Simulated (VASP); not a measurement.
The system is BP2.

```
B P
1.0
     3.11335    0.00000    0.00000
     0.00000    3.11335    0.00000
     0.00000    0.00000    9.34039
B P
2 4
Direct
  0.00000 0.50000 0.58596
  0.50000 0.00000 0.41404
  0.50000 0.50000 0.00000
  0.00000 0.00000 0.00000
  0.50000 0.00000 0.62610
  0.00000 0.50000 0.37390
```

- Program: VASP 6.6.1
- Task: relaxation of cell and atoms
- Functional: PBE
- Potentials or basis: VASP PAW PBE potentials, release 64 (B, P)
- Cutoff: 600 eV
- k mesh: 12 × 12 × 4
- Occupations: gaussian, width 0.1 eV
- Spin: no spin polarisation

At the start: pressure -1.0 GPa; volume 15.09 Å³/atom.

How do energy, volume and symmetry change on relaxing?

Over 14 steps the energy falls by 4.0 meV/atom and the volume is 15.10 Å³/atom (+0.1 %); space group P4/nmm (No. 129, to 0.05 Å).

The path:
| step | energy change (eV) | largest force (eV/Å) | pressure (GPa) | volume (Å³) |
| --- | --- | --- | --- | --- |
| 1 | 0.0000 | 0.3687 | -0.96 | 90.54 |
| 2 | -0.0048 | 0.2889 | 1.03 | 89.35 |
| 3 | -0.0074 | 0.1369 | 0.27 | 89.79 |
| 4 | -0.0102 | 0.1412 | 0.16 | 89.94 |
| 5 | -0.0163 | 0.1508 | -0.10 | 90.41 |
| 6 | -0.0172 | 0.1600 | -0.53 | 91.35 |
| 7 | -0.0190 | 0.1571 | -0.32 | 90.87 |
| 8 | -0.0209 | 0.1110 | -0.33 | 90.87 |
| 9 | -0.0235 | 0.0326 | -0.35 | 90.87 |
| 10 | -0.0235 | 0.0356 | -0.35 | 90.87 |
| 11 | -0.0238 | 0.0063 | -0.15 | 90.69 |
| 12 | -0.0239 | 0.0132 | -0.01 | 90.57 |
| 13 | -0.0239 | 0.0111 | -0.01 | 90.58 |
| 14 | -0.0239 | 0.0065 | -0.05 | 90.61 |

Final structure:
```
B P
1.0
     3.11695    0.00000    0.00000
     0.00000    3.11695    0.00000
     0.00000    0.00000    9.32631
B P
2 4
Direct
  0.00000 0.50000 0.59234
  0.50000 0.00000 0.40766
  0.50000 0.50000 0.00000
  0.00000 0.00000 0.00000
  0.50000 0.00000 0.61874
  0.00000 0.50000 0.38126
```

Caveat: this functional lacks dispersion, which binds the layers, so the pressure and a relaxed spacing across them are unreliable.
